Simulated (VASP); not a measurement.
Set up this calculation in VASP 6.6.1, as the native input.

| Item | Value |
| --- | --- |
| Task | single point |
| Functional | PBE |
| Potentials or basis | VASP PAW PBE potentials, release 64 (Ti_sv, Al) |
| Cutoff | 520 eV |
| k mesh | 18 × 18 × 18 |
| Occupations | gaussian, width 0.15 eV |
| Spin | no spin polarisation |
| Dipole correction | no |
| Further INCAR settings | ALGO = Fast; EDIFF = 1e-06; NBANDS = 18 |

The structure of TiAl3 lies in POSCAR:

```
TiAl3
1.0
   -1.9226734292      1.9226734292      4.4730824765
    1.9226734292     -1.9226734292      4.4730824765
    1.9226734292      1.9226734292     -4.4730824765
Ti Al
1 3
Direct
    0.0000000000      0.0000000000      0.0000000000
    0.5000000000      0.5000000000      0.0000000000
    0.7500000000      0.2500000000      0.5000000000
    0.2500000000      0.7500000000      0.5000000000
```

This cell differs from its parent crystal: strain +0.0375 x Voigt [0, 0, 1, 0, 0, 0].

These files were run (other wordings do the same):

INCAR

```
PREC     = Accurate       # precision mode
ENCUT    = 520            # plane-wave cutoff, eV
EDIFF    = 1E-6           # SCF threshold, eV
ISMEAR   = 0              # smearing method
SIGMA    = 0.15           # smearing width, eV
LREAL    = False          # projectors in reciprocal space
LASPH    = True           # aspherical terms in the spheres
NELM     = 80             # most SCF steps
ALGO     = Fast           # electronic algorithm
ISIF     = 2              # what is computed and relaxed
LWAVE    = False          # write WAVECAR
LCHARG   = False          # write CHGCAR
GGA      = PE             # functional
NBANDS   = 18             # bands
```

KPOINTS

```
regular mesh
0
Gamma
  18 18 18
```

Potentials or basis: VASP PAW PBE potentials, release 64 (Ti_sv, Al).

The run is started by

```console
$ cat potpaw_PBE.64/Ti_sv/POTCAR potpaw_PBE.64/Al/POTCAR > POTCAR
$ mpirun -np 1 vasp_std > vasp.out
```

It gave:

- Pressure: -3.4 GPa
- Band gap on the k mesh: zero (an odd number of electrons rules out a gap without spin polarisation)

Caveat: the cell differs from its parent crystal (strain +0.0375 x Voigt [0, 0, 1, 0, 0, 0]); the stress differs along the axes, from -7 to -1 GPa.

It took 52 min on 1 thread of Intel(R) Xeon(R) Platinum 8259CL CPU @ 2.50GHz (Skylake/Cascade Lake) (shared host), peak memory 0.67 GiB.
